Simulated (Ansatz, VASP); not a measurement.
**Al3InAs4 in VASP and in Ansatz**

```
Al In As
1.0
     5.59205    0.00000    0.00000
     0.00000    5.59205    0.00000
     0.00000    0.00000    5.59205
Al In As
3 1 4
Direct
  0.50000 0.00000 0.00000
  0.00000 0.00000 0.50000
  0.00000 0.50000 0.00000
  0.50000 0.50000 0.50000
  0.76124 0.23876 0.76124
  0.76124 0.76124 0.23876
  0.23876 0.23876 0.23876
  0.23876 0.76124 0.76124
```

Alike in both runs: task relaxation of the atoms; functional PBE; k mesh 6 × 6 × 6; occupations gaussian, width 0.02 eV; no spin polarisation.

|  | VASP | Ansatz |
| --- | --- | --- |
| version | VASP 6.6.1 | Ansatz 0.2.0 |
| potentials or method | VASP PAW PBE potentials, release 64 (Al, In_d, As), cutoff 520 eV | scalar-relativistic, plane waves, PAW |
| valence electrons in the cell | 42 | 82 |

VASP gave:

```
gap on the k mesh at the Fermi level, each at its own relaxed structure (eV) : 1.50
```

**Question.** Estimate Ansatz's values.

**Answer.** gap on the k mesh at the Fermi level, each at its own relaxed structure (eV): 1.51.

VASP's potentials hold 42 valence electrons a cell and Ansatz's 82, so a difference there can come from the potentials and not from the codes. Ansatz's warnings: stress scf threshold loose.
